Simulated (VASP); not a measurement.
# K (Im-3m) in VASP: further runs

K is run at these levels: RPBE; tasks: single point.

Program: VASP 6.6.1. These are calculated values, not measurements. Logs are shortened: lines on timing, memory, paths and dates and some standing lists are left out, and cuts for length are marked.

## 1. The cell of the first run

The structure is cubic, space group Im-3m (No. 229). Conventional cell: a = 5.510 Å, b = 5.510 Å, c = 5.510 Å, α = 90.00°, β = 90.00°, γ = 90.00°.

## 2. Single point, RPBE (volume scaled by 1.04)

INCAR reads:

```
SYSTEM = K
PREC = Accurate ; ENCUT = 520
EDIFF = 1E-7 ; ISMEAR = -1
SIGMA = 0.1 ; LREAL = .FALSE.
LASPH = .TRUE. ; NELM = 60
ALGO = Normal ; ISIF = 2
LWAVE = .FALSE. ; LCHARG = .FALSE.
GGA = RP ; NBANDS = 10
```

KPOINTS reads:

```
Automatic mesh
0
G
  14 14 14
  0 0 0
```

POSCAR reads:

```
K
1.0
   -2.7547739986      2.7547739986      2.7547739986
    2.7547739986     -2.7547739986      2.7547739986
    2.7547739986      2.7547739986     -2.7547739986
K
1
Direct
    0.0000000000      0.0000000000      0.0000000000
```

Potentials or basis: VASP PAW PBE potentials, release 64 (K_sv).

On the command line:

```console
cat potpaw_PBE.64/K_sv/POTCAR > POTCAR
mpirun -np 1 vasp_std > vasp.out
```

OUTCAR:

```text
SYSTEM = K
   PREC = Accurate
   ENCUT = 520
   EDIFF = 1E-7
   ISMEAR = -1
   LREAL = .FALSE.
   LASPH = .TRUE.
   NELM = 60
   ISIF = 2
   GGA = RP

 ion  position               nearest neighbor table
   1  0.000  0.000  0.000-

  LATTYP: Found a body centered cubic cell.
 ALAT       =     5.5095479972

  Lattice vectors:

 A1 = (  -2.7547739986,   2.7547739986,   2.7547739986)
 A2 = (   2.7547739986,  -2.7547739986,   2.7547739986)
 A3 = (   2.7547739986,   2.7547739986,  -2.7547739986)

Analysis of symmetry for initial positions (statically):
=====================================================================
 Subroutine PRICEL returns:
 Original cell was already a primitive cell.

 Routine SETGRP: Setting up the symmetry group for a
 body centered cubic supercell.

 Subroutine GETGRP returns: Found 48 space group operations
 (whereof 48 operations were pure point group operations)
 out of a pool of 48 trial point group operations.

The static configuration has the point symmetry O_h .

Analysis of symmetry for dynamics (positions and initial velocities):
=====================================================================
 Subroutine PRICEL returns:
 Original cell was already a primitive cell.

 Routine SETGRP: Setting up the symmetry group for a
 body centered cubic supercell.

 Subroutine GETGRP returns: Found 48 space group operations
 (whereof 48 operations were pure point group operations)
 out of a pool of 48 trial point group operations.

The dynamic configuration has the point symmetry O_h .

 Subroutine INISYM returns: Found 48 space group operations
 (whereof 48 operations are pure point group operations),
 and found     1 'primitive' translations

----------------------------------------------------------------------------------------

                                     Primitive cell

  volume of cell :      83.6215

  direct lattice vectors                    reciprocal lattice vectors
    -2.754773999  2.754773999  2.754773999     0.000000000  0.181503093  0.181503093
     2.754773999 -2.754773999  2.754773999     0.181503093  0.000000000  0.181503093
     2.754773999  2.754773999 -2.754773999     0.181503093  0.181503093  0.000000000

  length of vectors
     4.771408529  4.771408529  4.771408529     0.256684135  0.256684135  0.256684135

  position of ions in fractional coordinates (direct lattice)
     0.000000000  0.000000000  0.000000000

  ion indices of the primitive-cell ions
   primitive index   ion index
                 1           1

----------------------------------------------------------------------------------------

 KPOINTS: Automatic mesh

Automatic generation of k-mesh.
 Grid dimensions read from file:
 generate k-points for:   14   14   14

 Generating k-lattice:

  Cartesian coordinates                     Fractional coordinates (reciprocal lattice)
     0.000000000  0.012964507  0.012964507     0.071428571  0.000000000  0.000000000
     0.012964507  0.000000000  0.012964507     0.000000000  0.071428571  0.000000000
     0.012964507  0.012964507  0.000000000     0.000000000  0.000000000  0.071428571

  Length of vectors
     0.018334581  0.018334581  0.018334581

  Shift w.r.t. Gamma in fractional coordinates (k-lattice)
     0.000000000  0.000000000  0.000000000

 Subroutine IBZKPT returns following result:
 ===========================================

 Found    104 irreducible k-points:

 Following reciprocal coordinates:
            Coordinates               Weight
  0.000000  0.000000  0.000000      1.000000
  0.071429  0.000000  0.000000     12.000000
  0.142857  0.000000  0.000000     12.000000
  0.214286  0.000000  0.000000     12.000000
  0.285714  0.000000  0.000000     12.000000
  0.357143  0.000000  0.000000     12.000000
[... 16 lines left out ...]
  0.285714  0.285714  0.000000     24.000000
  0.357143  0.285714  0.000000     24.000000
 [... further k-points ...]
   k-points           NKPTS =    104   k-points in BZ     NKDIM =    104   number of bands    NBANDS=     10
   number of dos      NEDOS =    301   number of ions     NIONS =      1
   total plane-waves  NPLWV =  46656
   dimension x,y,z NGX =    36 NGY =   36 NGZ =   36
   dimension x,y,z NGXF=    72 NGYF=   72 NGZF=   72
   ions per type =               1
   NGX,Y,Z   is equivalent  to a cutoff of  12.54, 12.54, 12.54 a.u.
   NGXF,Y,Z  is equivalent  to a cutoff of  25.09, 25.09, 25.09 a.u.
 SYSTEM =  K
   PREC   = accura    normal or accurate (medium, high low for compatibility)
   ISTART =      0    job   : 0-new  1-cont  2-samecut
   ICHARG =      2    charge: 1-file 2-atom 10-const
   ISPIN  =      1    spin polarized calculation?
   LNONCOLLINEAR =      F non collinear calculations
   LSORBIT =      F    spin-orbit coupling
   LASPH  =      T    aspherical Exc in radial PAW
   ENCUT  =  520.0 eV  38.22 Ry    6.18 a.u.   8.87  8.87  8.87*2*pi/ulx,y,z
   NELM   =     60;   NELMIN=  2; NELMDL= -5     # of ELM steps
   EDIFF  = 0.1E-06   stopping-criterion for ELM
   LREAL  =      F    real-space projection
   EDIFFG = 0.1E-05   stopping-criterion for IOM
   NSW    =      0    number of steps for IOM
   IBRION =     -1    ionic relax: 0-MD 1-quasi-New 2-CG
   NFREE  =      0    steps in history (QN), initial steepest desc. (CG)
   ISIF   =      2    stress and relaxation
   ISYM   =      2    0-nonsym 1-usesym 2-fastsym
   POTIM  = 0.5000    time-step for ionic-motion
   TEBEG  =    0.0;   TEEND  =   0.0 temperature during run
   PSTRESS=    0.0 pullay stress
   NELECT =       9.0000    total number of electrons
   NUPDOWN=      -1.0000    fix difference up-down
   EMIN   =  10.00;   EMAX   =-10.00  energy-range for DOS
   EFERMI =   0.00;   METHOD = LEGACY
   ISMEAR =    -1;   SIGMA  =   0.10  broadening in eV -4-tet -1-fermi 0-gaus
   EFERMI_NEDOS =   21; number of points for ismear=-14 and -15
   IALGO  =     38    algorithm
   IMIX   =      4    mixing-type and parameters
     AMIX     =   0.40;   BMIX     =  1.00
     AMIX_MAG =   1.60;   BMIX_MAG =  1.00
  volume/ion in A,a.u.               =      83.62       564.31
  Fermi-wavevector in a.u.,A,eV,Ry     =   0.778723  1.471573  8.250703  0.606410
  Thomas-Fermi vector in A             =   1.881678
   LORBIT       =      0    0 simple, 1 ext, 2 COOP (PROOUT), +10 PAW based schemes
   GGA     = RP    functional components
   LHFCALC =     F    Hartree Fock is set to
   AEXX    =    0.0000 exact exchange contribution
   IVDW    =     0    specifies the selected vdW correction
   LEPSILON=     F    determine dielectric tensor
   LRPA    =     F    only Hartree local field effects (RPA)
 non-spin polarized calculation
  energy-cutoff  :      520.00
  volume of cell :       83.62
 maximum number of plane-waves:      2277
   NGX = 17   NGY = 17   NGZ = 17

 number of electron       9.0000001 magnetization

 Free energy of the ion-electron system (eV)
  ---------------------------------------------------
  ext. energy  EPLUGINS =         0.00000000
  ---------------------------------------------------
  free energy    TOTEN  =        -0.95184511 eV

  energy without entropy =       -0.92463679  energy(sigma->0) =       -0.93824095

 E-fermi :  -0.2621     XC(G=0):  -5.2283

 val. band max:       -0.2850829612   @ k =   0.2857   0.2143   0.0000
 cond. band min:      -0.2407345024   @ k =   0.3571   0.0714   0.0714
 fundamental gap:      0.0443484588
 Fermi energy:        -0.2620526831

 k-point     1 :       0.0000    0.0000    0.0000
  band No.  band energies     occupation
      1     -32.5915      2.00000
      2     -16.0059      2.00000
      3     -16.0059      2.00000
      4     -16.0059      2.00000
      5      -2.2377      2.00000
      6       3.9478      0.00000
      7       3.9478      0.00000
      8       3.9478      0.00000
      9       4.7627      0.00000
     10       4.7627      0.00000

 k-point     2 :       0.0714    0.0000    0.0000
  band No.  band energies     occupation
      1     -32.5914      2.00000
      2     -16.0080      2.00000
      3     -16.0066      2.00000
      4     -16.0059      2.00000
      5      -2.1806      2.00000
      6       3.8520      0.00000
      7       3.8649      0.00000
      8       3.9900      0.00000
      9       4.6387      0.00000
     10       4.7422      0.00000

 k-point     3 :       0.1429    0.0000    0.0000
  band No.  band energies     occupation
      1     -32.5911      2.00000
      2     -16.0137      2.00000
      3     -16.0086      2.00000
      4     -16.0059      2.00000
      5      -2.0109      2.00000
      6       3.4786      0.00000
      7       3.6617      0.00000
      8       4.1156      0.00000
      9       4.5355      0.00000
     10       4.7009      0.00000

 k-point     4 :       0.2143    0.0000    0.0000
  band No.  band energies     occupation
      1     -32.5907      2.00000
      2     -16.0220      2.00000
      3     -16.0114      2.00000
      4     -16.0058      2.00000
      5      -1.7331      2.00000
      6       2.8980      0.00000
      7       3.4191      0.00000
      8       4.3220      0.00000
      9       4.5655      0.00000
     10       4.6786      0.00000
[... 222 lines left out ...]
 k-point    22 :       0.3571    0.2143    0.0000
  band No.  band energies     occupation
      1     -32.5892      2.00000
      2     -16.0410      2.00000
      3     -16.0257      2.00000
      4     -16.0101      2.00000
      5       0.2734      0.00941
      6       0.8673      0.00002
      7       2.0152      0.00000
      8       4.0119      0.00000
      9       4.8301      0.00000
     10       5.1484      0.00000

 k-point    23 :       0.2857    0.2857    0.0000
  band No.  band energies     occupation
      1     -32.5892      2.00000
      2     -16.0388      2.00000
      3     -16.0279      2.00000
      4     -16.0107      2.00000
      5       0.2291      0.01462
      6       1.2247      0.00000
      7       1.6498      0.00000
      8       4.0156      0.00000
      9       4.7291      0.00000
     10       5.1312      0.00000

 k-point    24 :       0.3571    0.2857    0.0000
  band No.  band energies     occupation
      1     -32.5891      2.00000
      2     -16.0372      2.00000
      3     -16.0310      2.00000
      4     -16.0110      2.00000
      5       0.7285      0.00010
      6       0.8299      0.00004
      7       1.4760      0.00000
      8       3.9676      0.00000
      9       4.8429      0.00000
     10       4.9920      0.00000

 [... further k-points ...]

------------------------ aborting loop because EDIFF is reached ----------------------------------------

  FORCE on cell =-STRESS in cart. coord.  units (eV):
  Direction    XX          YY          ZZ          XY          YZ          ZX
  --------------------------------------------------------------------------------------
  -------------------------------------------------------------------------------------
  Total       -0.0589072     -0.0589072     -0.0589072     -0.0000000      0.0000000     -0.0000000
  in kB       -1.1286537     -1.1286537     -1.1286537     -0.0000000      0.0000000     -0.0000000
  external PRESSURE =      -1.1286537 kB  Pullay stress =       0.0000000 kB

 VOLUME and BASIS-vectors are now :
 -----------------------------------------------------------------------------
  energy-cutoff  :      520.00
  volume of cell :       83.62
      direct lattice vectors                 reciprocal lattice vectors
    -2.754773999  2.754773999  2.754773999     0.000000000  0.181503093  0.181503093
     2.754773999 -2.754773999  2.754773999     0.181503093  0.000000000  0.181503093
     2.754773999  2.754773999 -2.754773999     0.181503093  0.181503093  0.000000000

 POSITION                                       TOTAL-FORCE (eV/Angst)
 -----------------------------------------------------------------------------------
      0.00000      0.00000      0.00000        -0.000000      0.000000      0.000000
 -----------------------------------------------------------------------------------
    total drift:                               -0.000000      0.000000      0.000000

  FREE ENERGIE OF THE ION-ELECTRON SYSTEM (eV)
  ---------------------------------------------------
  free  energy   TOTEN  =        -0.9518451134 eV

  energy  without entropy=       -0.9246367852  energy(sigma->0) =       -0.93824095
```

Run time: 60 s. Hardware: 1 thread of Intel Xeon 8259CL, shared host; peak memory 0.24 GiB.

What came out:

```yaml
Free_energy: -0.9518 eV
Pressure: -0.1 GPa
```

Levels at points of the mesh, in eV from the Fermi level:
| k point | band 1 | band 2 | band 3 | band 4 | band 5 | band 6 | band 7 | band 8 | band 9 |
| --- | --- | --- | --- | --- | --- | --- | --- | --- | --- |
| (0.00, 0.00, 0.00) | -32.33 | -15.74 | -15.74 | -15.74 | -1.98 | 4.21 | 4.21 | 4.21 | 5.02 |
| (0.50, 0.00, 0.00) | -32.33 | -15.78 | -15.76 | -15.74 | 0.46 | 0.60 | 3.13 | 4.64 | 5.48 |
| (0.50, 0.50, 0.50) | -32.33 | -15.77 | -15.77 | -15.77 | 1.70 | 1.70 | 3.16 | 3.16 | 3.16 |

Caveat: the PAW data sets were made with another functional, which shifts forces and pressure a little.

## 3. Single point, RPBE (volume scaled by 1.08)

INCAR reads:

```
PREC     = Accurate       # precision mode
ENCUT    = 520            # plane-wave cutoff, eV
EDIFF    = 1E-6           # SCF threshold, eV
ISMEAR   = -1             # smearing method
SIGMA    = 0.1            # smearing width, eV
LREAL    = False          # projectors in reciprocal space
LASPH    = True           # aspherical terms in the spheres
NELM     = 100            # most SCF steps
ALGO     = Normal         # electronic algorithm
ISIF     = 2              # what is computed and relaxed
LWAVE    = False          # write WAVECAR
LCHARG   = False          # write CHGCAR
GGA      = RP             # functional
NBANDS   = 10             # bands
```

KPOINTS reads:

```
regular mesh
0
Gamma
  14 14 14
```

POSCAR reads:

```
K
1.0
   -2.7896482578      2.7896482578      2.7896482578
    2.7896482578     -2.7896482578      2.7896482578
    2.7896482578      2.7896482578     -2.7896482578
K
1
Direct
    0.0000000000      0.0000000000      0.0000000000
```

Potentials or basis: VASP PAW PBE potentials, release 64 (K_sv).

On the command line:

```console
cat potpaw_PBE.64/K_sv/POTCAR > POTCAR
mpirun -np 1 vasp_std > vasp.out
```

It took 60 s on 1 thread of Intel Xeon 8259CL, shared host; peak memory 0.25 GiB.

The run converged. Its results:

```
Free energy : -0.9489 eV
Pressure    : -0.2 GPa
```

Levels at points of the mesh, in eV from the Fermi level:
| k point | band 2 | band 3 | band 4 | band 5 | band 6 | band 7 |
| --- | --- | --- | --- | --- | --- | --- |
| (0.00, 0.00, 0.00) | -15.77 | -15.77 | -15.77 | -1.93 | 4.17 | 4.17 |
| (0.50, 0.00, 0.00) | -15.81 | -15.79 | -15.77 | 0.46 | 0.59 | 3.11 |
| (0.50, 0.50, 0.50) | -15.80 | -15.80 | -15.80 | 1.71 | 1.71 | 3.07 |

Caveat: the PAW data sets were made with another functional, which shifts forces and pressure a little.

## 4. Single point, RPBE (volume scaled by 1.12)

INCAR reads:

```
  ALGO = Normal
  EDIFF = 1E-7
  ENCUT = 520
  GGA = RP
  ISIF = 2
  ISMEAR = -1
  LASPH = True
  LCHARG = False
  LREAL = False
  LWAVE = False
  NBANDS = 10
  NELM = 80
  PREC = Accurate
  SIGMA = 0.1
```

KPOINTS reads:

```
k-points
0
Gamma
  14 14 14
```

POSCAR reads:

```
K
1.0
   -2.8236717117      2.8236717117      2.8236717117
    2.8236717117     -2.8236717117      2.8236717117
    2.8236717117      2.8236717117     -2.8236717117
K
1
Direct
    0.0000000000      0.0000000000      0.0000000000
```

On the command line:

```console
cat potpaw_PBE.64/K_sv/POTCAR > POTCAR
mpirun -np 1 vasp_std > vasp.out
```

Wall time 75 s (1 thread of Intel Xeon 8259CL, shared host); peak memory 0.25 GiB.

It converged, with:

```
Free energy : -0.9442 eV
Pressure    : -0.3 GPa
```

Levels at points of the mesh, in eV from the Fermi level:
| k point | band 1 | band 2 | band 3 | band 4 | band 5 | band 6 | band 7 | band 8 |
| --- | --- | --- | --- | --- | --- | --- | --- | --- |
| (0.00, 0.00, 0.00) | -32.39 | -15.80 | -15.80 | -15.80 | -1.88 | 4.12 | 4.12 | 4.12 |
| (0.50, 0.00, 0.00) | -32.38 | -15.83 | -15.81 | -15.80 | 0.45 | 0.57 | 3.09 | 4.48 |
| (0.50, 0.50, 0.50) | -32.38 | -15.83 | -15.83 | -15.83 | 1.72 | 1.72 | 2.99 | 2.99 |

Caveat: the PAW data sets were made with another functional, which shifts forces and pressure a little.

## 5. Summary

```tsv
cell	gap on the mesh (eV)	pressure (GPa)
a = 4.771 Å, angles 109.5°, 1 atom	none	-0.1
a = 4.832 Å, angles 109.5°, 1 atom	none	-0.2
a = 4.891 Å, angles 109.5°, 1 atom	none	-0.3
```

Alike in all rows: task single point; level RPBE; potentials or basis VASP PAW PBE potentials, release 64 (K_sv); no spin polarisation; k mesh 14 × 14 × 14; cutoff (eV) 520; smearing fermi-dirac 0.1 eV.

Caveats: the PAW data sets were made with another functional, which shifts forces and pressure a little.

Absolute energies hang on the potentials; compare differences alone.
